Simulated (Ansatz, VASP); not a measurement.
GaSb: VASP and Ansatz over several settings

```
Sb Ga
1.0
     0.00000    3.07926    3.07926
     3.07926    0.00000    3.07926
     3.07926    3.07926    0.00000
Sb Ga
1 1
Cartesian
  4.6189 4.6189 4.6189
  0.0000 0.0000 0.0000
```

Single points on this cell with VASP 6.6.1 and Ansatz 0.2.0. Each row is one pair of runs. Alike in all rows: smearing: fermi-dirac, width 0.05 eV; VASP's potentials, cutoff: VASP PAW PBE potentials, release 64 (Sb, Ga_d), 520 eV.

```tsv
level	spin	k mesh	Ansatz's potentials, cutoff	pressure (GPa), VASP	pressure (GPa), Ansatz
PBE-based screened hybrid	off	4 × 4 × 4	Ansatz PAW, 420 eV	-0.5	0.0
PBE	non-collinear, zero start, SOC	8 × 8 × 8	Ansatz PAW, 420 eV	1.4	1.3
r2SCAN	non-collinear, zero start, SOC	8 × 8 × 8	Ansatz PAW, 500 eV	?	-0.6
PBEsol	non-collinear, zero start, SOC	8 × 8 × 8	Ansatz PAW, 420 eV	-1.0	-1.1
```

Fill in what VASP gave in row 3.

pressure (GPa): -0.5.

VASP's potentials hold 18 valence electrons a cell and Ansatz's 28, so a difference there can come from the potentials and not from the codes.

The k mesh is coarse in some rows, so the values compare programs but aren't converged.
